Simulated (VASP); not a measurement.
A run of VASP 6.6.1:

The input POSCAR:

```
WS2
1.0
    3.1185283984      0.0000000000      0.0000000000
   -1.5592641992      2.7007248154      0.0000000000
    0.0000000000      0.0000000000     16.6045506357
W S
1 2
Direct
    0.0000000000      0.0000000000      0.0000000000
    0.3333333333      0.6666666667      0.0920005100
    0.3333333333      0.6666666667      0.9079994900
```

Contents of INCAR.step1:

```
PREC = Accurate
ENCUT = 520
ISMEAR = -1
SIGMA = 0.05
LREAL = False
LASPH = True
NELM = 60
NBANDS = 20
GGA = PE
ALGO = Normal
EDIFF = 1E-4
LWAVE = True
LCHARG = False
```

The input INCAR.step2:

```
PREC = Accurate
ENCUT = 520
EDIFF = 1E-6
ISMEAR = -1
SIGMA = 0.05
LREAL = False
LASPH = True
NELM = 60
ALGO = Normal
ISIF = 2
LWAVE = False
LCHARG = False
METAGGA = R2SCAN
LMIXTAU = True
NBANDS = 20
ISTART = 1
```

The input KPOINTS:

```
regular mesh
0
Gamma
  10 10 2
```

Potentials or basis: VASP PAW PBE potentials, release 64 (W_sv, S).

Launch:

```bash
$ cat potpaw_PBE.64/W_sv/POTCAR potpaw_PBE.64/S/POTCAR > POTCAR
$ cp INCAR.step1 INCAR
$ mpirun -np 1 vasp_std > vasp.out
$ cp INCAR.step2 INCAR
$ mpirun -np 1 vasp_std > vasp.out
```

Hardware: 1 thread of Intel(R) Xeon(R) 6975P-C (Granite Rapids), on a shared host.

Q: Estimate the wall time of this run.

A: Wall time 2.4 min on 1 thread of Intel(R) Xeon(R) 6975P-C (Granite Rapids), with other jobs on the host, peak memory 0.32 GiB. Counts: k points 28.
